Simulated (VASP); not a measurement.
# InO5 (F-43m) in VASP: notebook

The runs below take InO5 through single point, with PBE.

Everything below comes from runs of VASP 6.6.1. Logs are shortened: lines on timing, memory, paths and dates and some standing lists are left out, and cuts for length are marked.

**1. The cell of the first run**

It takes space group F-43m (No. 216, cubic). The conventional cell has a = 6.739 Å, b = 6.739 Å, c = 6.739 Å, α = 90.00°, β = 90.00°, γ = 90.00°. Within 2.1 Å of In (site symmetry -43m) lie 4 O at 1.55 Å. O (site symmetry 3m) has 1 In at 1.55 Å within 2.1 Å. Within 3.7 Å of O (site symmetry -43m) lie 12 O at 2.78 Å and 6 In at 3.37 Å.

**2. Single point, PBE, collinear spin, ferromagnetic start**

File INCAR:

```
SYSTEM = InO5
  PREC = Accurate
  ENCUT = 520
  EDIFF = 1E-6
  ISMEAR = 0
  SIGMA = 0.1
  LREAL = .FALSE.
  LASPH = .TRUE.
  NELM = 150
  ALGO = Normal
  ISIF = 2
  LWAVE = .FALSE.
  LCHARG = .FALSE.
  ISPIN = 2
  MAGMOM = 0 1 1 1 1 1
  LORBIT = 11
  GGA = PE
  NBANDS = 34
```

File KPOINTS:

```
Automatic mesh
0
G
  4 4 4
  0 0 0
```

File POSCAR:

```
InO5
1.0
    0.0000000000      3.3693599700      3.3693599700
    3.3693599700      0.0000000000      3.3693599700
    3.3693599700      3.3693599700      0.0000000000
In O
1 5
Direct
    0.5000000000      0.5000000000      0.5000000000
    0.3667842700      0.3667842700      0.3667842700
    0.3667842700      0.3667842700      0.8996471900
    0.3667842700      0.8996471900      0.3667842700
    0.8996471900      0.3667842700      0.3667842700
    0.0000000000      0.0000000000      0.0000000000
```

Potentials or basis: VASP PAW PBE potentials, release 64 (In_d, O).

On the command line:

```sh
cat potpaw_PBE.64/In_d/POTCAR potpaw_PBE.64/O/POTCAR > POTCAR
mpirun -np 1 vasp_std > vasp.out
```

OUTCAR:

```text
SYSTEM = InO5
   PREC = Accurate
   ENCUT = 520
   EDIFF = 1E-6
   ISMEAR = 0
   LREAL = .FALSE.
   LASPH = .TRUE.
   NELM = 150
   ISIF = 2
   ISPIN = 2
   LORBIT = 11
   GGA = PE

 ion  position               nearest neighbor table
   1  0.500  0.500  0.500-   3 1.55   4 1.55   5 1.55   2 1.55
   2  0.367  0.367  0.367-   1 1.55
   3  0.367  0.367  0.900-   1 1.55
   4  0.367  0.900  0.367-   1 1.55
   5  0.900  0.367  0.367-   1 1.55
   6  0.000  0.000  0.000-

  LATTYP: Found a face centered cubic cell.
 ALAT       =     6.7387199400

  Lattice vectors:

 A1 = (   0.0000000000,   3.3693599700,   3.3693599700)
 A2 = (   3.3693599700,   0.0000000000,   3.3693599700)
 A3 = (   3.3693599700,   3.3693599700,   0.0000000000)

Analysis of symmetry for initial positions (statically):
[... 5 lines left out ...]
 face centered cubic supercell.

 Subroutine GETGRP returns: Found 24 space group operations
 (whereof 24 operations were pure point group operations)
 out of a pool of 48 trial point group operations.

The static configuration has the point symmetry T_d .

Analysis of symmetry for dynamics (positions and initial velocities):
[... 5 lines left out ...]
 face centered cubic supercell.

 Subroutine GETGRP returns: Found 24 space group operations
 (whereof 24 operations were pure point group operations)
 out of a pool of 48 trial point group operations.

The dynamic configuration has the point symmetry T_d .

Analysis of structural, dynamic, and magnetic symmetry:
=====================================================================
 Subroutine PRICEL returns:
 Original cell was already a primitive cell.

 Routine SETGRP: Setting up the symmetry group for a
 face centered cubic supercell.

 Subroutine GETGRP returns: Found 24 space group operations
 (whereof 24 operations were pure point group operations)
 out of a pool of 48 trial point group operations.

The overall configuration has the point symmetry T_d .

 Subroutine INISYM returns: Found 24 space group operations
 (whereof 24 operations are pure point group operations),
 and found     1 'primitive' translations

----------------------------------------------------------------------------------------

                                     Primitive cell

  volume of cell :      76.5019

  direct lattice vectors                    reciprocal lattice vectors
     0.000000000  3.369359970  3.369359970    -0.148396136  0.148396136  0.148396136
     3.369359970  0.000000000  3.369359970     0.148396136 -0.148396136  0.148396136
     3.369359970  3.369359970  0.000000000     0.148396136  0.148396136 -0.148396136

  length of vectors
     4.764994566  4.764994566  4.764994566     0.257029647  0.257029647  0.257029647

  position of ions in fractional coordinates (direct lattice)
     0.500000000  0.500000000  0.500000000
     0.366784270  0.366784270  0.366784270
     0.366784270  0.366784270  0.899647190
     0.366784270  0.899647190  0.366784270
     0.899647190  0.366784270  0.366784270
     0.000000000  0.000000000  0.000000000

  ion indices of the primitive-cell ions
   primitive index   ion index
                 1           1
                 2           2
                 3           3
                 4           4
                 5           5
                 6           6

----------------------------------------------------------------------------------------

 KPOINTS: Automatic mesh

Automatic generation of k-mesh.
 Grid dimensions read from file:
 generate k-points for:    4    4    4

 Generating k-lattice:

  Cartesian coordinates                     Fractional coordinates (reciprocal lattice)
    -0.037099034  0.037099034  0.037099034     0.250000000  0.000000000  0.000000000
     0.037099034 -0.037099034  0.037099034     0.000000000  0.250000000  0.000000000
     0.037099034  0.037099034 -0.037099034     0.000000000  0.000000000  0.250000000

  Length of vectors
     0.064257412  0.064257412  0.064257412

  Shift w.r.t. Gamma in fractional coordinates (k-lattice)
     0.000000000  0.000000000  0.000000000

 Subroutine IBZKPT returns following result:
 ===========================================

 Found      8 irreducible k-points:

 Following reciprocal coordinates:
            Coordinates               Weight
  0.000000  0.000000  0.000000      1.000000
  0.250000  0.000000  0.000000      8.000000
  0.500000  0.000000  0.000000      4.000000
  0.250000  0.250000  0.000000      6.000000
  0.500000  0.250000  0.000000     24.000000
 -0.250000  0.250000  0.000000     12.000000
  0.500000  0.500000  0.000000      3.000000
 -0.250000  0.500000  0.250000      6.000000
   k-points           NKPTS =      8   k-points in BZ     NKDIM =      8   number of bands    NBANDS=     34
   number of dos      NEDOS =    301   number of ions     NIONS =      6
   total plane-waves  NPLWV =  46656
   dimension x,y,z NGX =    36 NGY =   36 NGZ =   36
   dimension x,y,z NGXF=    72 NGYF=   72 NGZF=   72
   ions per type =               1   5
   NGX,Y,Z   is equivalent  to a cutoff of  12.56, 12.56, 12.56 a.u.
   NGXF,Y,Z  is equivalent  to a cutoff of  25.12, 25.12, 25.12 a.u.
 SYSTEM =  InO5
   PREC   = accura    normal or accurate (medium, high low for compatibility)
   ISTART =      0    job   : 0-new  1-cont  2-samecut
   ICHARG =      2    charge: 1-file 2-atom 10-const
   ISPIN  =      2    spin polarized calculation?
   LNONCOLLINEAR =      F non collinear calculations
   LSORBIT =      F    spin-orbit coupling
   LASPH  =      T    aspherical Exc in radial PAW
   ENCUT  =  520.0 eV  38.22 Ry    6.18 a.u.   8.86  8.86  8.86*2*pi/ulx,y,z
   NELM   =    150;   NELMIN=  2; NELMDL= -5     # of ELM steps
   EDIFF  = 0.1E-05   stopping-criterion for ELM
   LREAL  =      F    real-space projection
   EDIFFG = 0.1E-04   stopping-criterion for IOM
   NSW    =      0    number of steps for IOM
   IBRION =     -1    ionic relax: 0-MD 1-quasi-New 2-CG
   NFREE  =      0    steps in history (QN), initial steepest desc. (CG)
   ISIF   =      2    stress and relaxation
   ISYM   =      2    0-nonsym 1-usesym 2-fastsym
   POTIM  = 0.5000    time-step for ionic-motion
   TEBEG  =    0.0;   TEEND  =   0.0 temperature during run
   PSTRESS=    0.0 pullay stress
   NELECT =      43.0000    total number of electrons
   NUPDOWN=      -1.0000    fix difference up-down
   EMIN   =  10.00;   EMAX   =-10.00  energy-range for DOS
   EFERMI =   0.00;   METHOD = LEGACY
   ISMEAR =     0;   SIGMA  =   0.10  broadening in eV -4-tet -1-fermi 0-gaus
   EFERMI_NEDOS =   21; number of points for ismear=-14 and -15
   IALGO  =     38    algorithm
   IMIX   =      4    mixing-type and parameters
     AMIX     =   0.40;   BMIX     =  1.00
     AMIX_MAG =   1.60;   BMIX_MAG =  1.00
  volume/ion in A,a.u.               =      12.75        86.04
  Fermi-wavevector in a.u.,A,eV,Ry     =   1.351057  2.553127 24.835451  1.825354
  Thomas-Fermi vector in A             =   2.478510
   LORBIT       =     11    0 simple, 1 ext, 2 COOP (PROOUT), +10 PAW based schemes
   GGA     = PE    functional components
   LHFCALC =     F    Hartree Fock is set to
   AEXX    =    0.0000 exact exchange contribution
   IVDW    =     0    specifies the selected vdW correction
   LEPSILON=     F    determine dielectric tensor
   LRPA    =     F    only Hartree local field effects (RPA)
 spin polarized calculation
 Gauss-broadening in eV      SIGMA  =   0.10
  energy-cutoff  :      520.00
  volume of cell :       76.50
 maximum number of plane-waves:      2085
   NGX = 17   NGY = 17   NGZ = 17

 number of electron      42.9999993 magnetization       2.4361984

 Free energy of the ion-electron system (eV)
  ---------------------------------------------------
  ext. energy  EPLUGINS =         0.00000000
  ---------------------------------------------------
  free energy    TOTEN  =        -5.00270420 eV

  energy without entropy =       -4.97558506  energy(sigma->0) =       -4.98914463

 E-fermi :   1.4922     XC(G=0):  -9.5156

 val. band max:        1.4792823250   @ k =   0.5000   0.0000   0.0000
 cond. band min:       1.5064476488   @ k =   0.5000   0.2500   0.0000
 fundamental gap:      0.0271653238
 Fermi energy:         1.4922173476

 spin component 1

 k-point     1 :       0.0000    0.0000    0.0000
  band No.  band energies     occupation
      1     -19.4015      1.00000
      2     -19.4015      1.00000
      3     -19.4015      1.00000
      4     -19.2135      1.00000
      5     -16.4214      1.00000
      6     -13.9996      1.00000
[... 25 lines left out ...]
     32      16.3498      0.00000
     33      16.7545      0.00000

 k-point     2 :       0.2500    0.0000    0.0000
  band No.  band energies     occupation
      1     -19.6440      1.00000
      2     -19.3943      1.00000
      3     -19.3943      1.00000
      4     -18.8210      1.00000
      5     -16.4686      1.00000
      6     -13.9967      1.00000
[... 25 lines left out ...]
     32      16.5439      0.00000
     33      18.4277      0.00000
[... 178 lines left out ...]
     32      18.8568      0.00000
     33      18.8568      0.00000

 k-point     8 :      -0.2500    0.5000    0.2500
  band No.  band energies     occupation
      1     -19.8016      1.00000
      2     -19.3771      1.00000
      3     -19.3745      1.00000
      4     -18.4021      1.00000
      5     -16.5405      1.00000
      6     -13.9833      1.00000
[... 25 lines left out ...]
     32      17.8361      0.00000
     33      17.9150      0.00000
 Fermi energy:         1.4922173476

 spin component 2

 k-point     1 :       0.0000    0.0000    0.0000
  band No.  band energies     occupation
      1     -19.2760      1.00000
      2     -19.2760      1.00000
      3     -19.2760      1.00000
      4     -18.9985      1.00000
      5     -13.9506      1.00000
      6     -13.9506      1.00000
[... 25 lines left out ...]
     32      16.5222      0.00000
     33      16.8674      0.00000

 k-point     2 :       0.2500    0.0000    0.0000
  band No.  band energies     occupation
      1     -19.5000      1.00000
      2     -19.2687      1.00000
      3     -19.2687      1.00000
      4     -18.6326      1.00000
      5     -13.9476      1.00000
      6     -13.9476      1.00000
[... 25 lines left out ...]
     32      16.7591      0.00000
     33      18.5966      0.00000
[... 178 lines left out ...]
     32      19.2396      0.00000
     33      19.2396      0.00000

 k-point     8 :      -0.2500    0.5000    0.2500
  band No.  band energies     occupation
      1     -19.6657      1.00000
      2     -19.2493      1.00000
      3     -19.2486      1.00000
      4     -18.2217      1.00000
      5     -14.0194      1.00000
      6     -13.9309      1.00000
[... 25 lines left out ...]
     32      18.0207      0.00000
     33      18.1935      0.00000
 [bands above 33 left out]

------------------------ aborting loop because EDIFF is reached ----------------------------------------

  FORCE on cell =-STRESS in cart. coord.  units (eV):
  Direction    XX          YY          ZZ          XY          YZ          ZX
  --------------------------------------------------------------------------------------
  -------------------------------------------------------------------------------------
  Total       45.1123170     45.1123170     45.1123170     -0.0000000     -0.0000000     -0.0000000
  in kB      944.7860765    944.7860765    944.7860765     -0.0000000     -0.0000000     -0.0000000
  external PRESSURE =     944.7860765 kB  Pullay stress =       0.0000000 kB

 VOLUME and BASIS-vectors are now :
 -----------------------------------------------------------------------------
  energy-cutoff  :      520.00
  volume of cell :       76.50
      direct lattice vectors                 reciprocal lattice vectors
     0.000000000  3.369359970  3.369359970    -0.148396136  0.148396136  0.148396136
     3.369359970  0.000000000  3.369359970     0.148396136 -0.148396136  0.148396136
     3.369359970  3.369359970  0.000000000     0.148396136  0.148396136 -0.148396136

 POSITION                                       TOTAL-FORCE (eV/Angst)
 -----------------------------------------------------------------------------------
      3.36936      3.36936      3.36936        -0.000000     -0.000000     -0.000000
      2.47166      2.47166      2.47166       -11.786251    -11.786251    -11.786251
      4.26706      4.26706      2.47166        11.786251     11.786251    -11.786251
      4.26706      2.47166      4.26706        11.786251    -11.786251     11.786251
      2.47166      4.26706      4.26706       -11.786251     11.786251     11.786251
      0.00000      0.00000      0.00000        -0.000000     -0.000000     -0.000000
 -----------------------------------------------------------------------------------
    total drift:                               -0.000003     -0.000003     -0.000003

  FREE ENERGIE OF THE ION-ELECTRON SYSTEM (eV)
  ---------------------------------------------------
  free  energy   TOTEN  =        -5.0027041954 eV

  energy  without entropy=       -4.9755850628  energy(sigma->0) =       -4.98914463

 total charge

# of ion       s       p       d       tot
------------------------------------------
    1        1.202   2.390  10.741  14.333
    2        1.642   3.388   0.000   5.030
    3        1.642   3.388   0.000   5.030
    4        1.642   3.388   0.000   5.030
    5        1.642   3.388   0.000   5.030
    6        1.630   2.933   0.000   4.563
--------------------------------------------------
tot          9.402  18.873  10.741  39.016

 magnetization (x)

# of ion       s       p       d       tot
------------------------------------------
    1       -0.003  -0.029   0.055   0.023
    2        0.000   0.121   0.000   0.121
    3        0.000   0.121   0.000   0.121
    4        0.000   0.121   0.000   0.121
    5        0.000   0.121   0.000   0.121
    6        0.015   1.521   0.000   1.536
--------------------------------------------------
tot          0.013   1.975   0.055   2.043
```

Run time: 46 s. Hardware: 1 thread of Intel Xeon Platinum 8259CL at 2.50GHz (Skylake/Cascade Lake), shared host; peak memory 0.25 GiB.

What came out:

```
Free energy                                           : -5.0027 eV
Pressure                                              : 94.5 GPa
Largest force                                         : 20.414 eV/Å
Net moment                                            : 2.44 μB per cell
Site moments                                          : In +0.02; O +0.12, +1.54 μB
Valence electrons inside the program's atomic spheres : In 14.33; O 5.03, 4.56
```

Forces in eV/Å, atoms in the order of the input:
```
In    0.000   0.000   0.000
O   -11.786 -11.786 -11.786
O    11.786  11.786 -11.786
O    11.786 -11.786  11.786
O   -11.786  11.786  11.786
O     0.000   0.000   0.000
```

Caveat: the k points lie up to 0.40 Å⁻¹ apart; spin-orbit coupling is left out, which moves the levels of the heavy elements; forces of over 1 eV/Å act on the atoms, so gaps and moduli don't describe the material at rest.

(Continued in part 2 of 2.)
